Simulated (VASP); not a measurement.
Input of a VASP 6.6.1 run:

Contents of INCAR:

```
SYSTEM = TaN
ALGO = Normal
EDIFF = 1E-8
ENCUT = 520
GGA = PS
GGA_COMPAT = .False.
ISIF = 2
ISMEAR = -1
LASPH = .True.
LCHARG = .False.
LEFG = .True.
LREAL = .False.
LWAVE = .False.
NBANDS = 16
NELM = 120
PREC = Accurate
SIGMA = 0.02
```

The input KPOINTS:

```
k-points
0
Gamma
  9 9 9
  0 0 0
```

The input POSCAR:

```
TaN
1.0
    0.0000000000      2.1790000000      2.1790000000
    2.1790000000      0.0000000000      2.1790000000
    2.1790000000      2.1790000000      0.0000000000
Ta N
1 1
Direct
    0.5000000000      0.5000000000      0.5000000000
    0.0000000000      0.0000000000      0.0000000000
```

Potentials or basis: VASP PAW PBE potentials, release 64 (Ta_sv_GW, N).

Command:

```sh
$ cat potpaw_PBE.64/Ta_sv_GW/POTCAR potpaw_PBE.64/N/POTCAR > POTCAR
$ mpirun -np 1 vasp_std > vasp.out
```

Problem. Predict the pressure.

Solution. 4.2 GPa.

Problem. Estimate the band gap on the k mesh.

Solution. Zero (bands 9 and 10 overlap by 3.81 eV).

Caveat: the cell stands under pressure; the PAW data sets were made with another functional, which shifts forces and pressure a little; spin-orbit coupling is left out, which moves the levels of the heavy elements.
